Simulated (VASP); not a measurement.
Here is a VASP 6.6.1 calculation.

File INCAR:

```
PREC = Accurate
ENCUT = 520
EDIFF = 1E-6
ISMEAR = 0
SIGMA = 0.4
LREAL = False
LASPH = True
NELM = 100
ALGO = Normal
ISIF = 2
LWAVE = False
LCHARG = False
GGA = PS
NBANDS = 12
```

The input KPOINTS:

```
regular mesh
0
Gamma
  10 10 10
```

POSCAR

```
Cu
1.0
   -1.4427933200      1.4427933200      1.3760814500
    1.4427933200     -1.4427933200      1.3760814500
    1.4427933200      1.4427933200     -1.3760814500
Cu
1
Direct
    0.0000000000      0.0000000000      0.0000000000
```

Potentials or basis: VASP PAW PBE potentials, release 64 (Cu).

Run with:

```sh
$ cat potpaw_PBE.64/Cu/POTCAR > POTCAR
$ mpirun -np 1 vasp_std > vasp.out
```

(1) Estimate the pressure.

## Answers

(1) -0.5 GPa.

Caveat: the PAW data sets were made with another functional, which shifts forces and pressure a little.
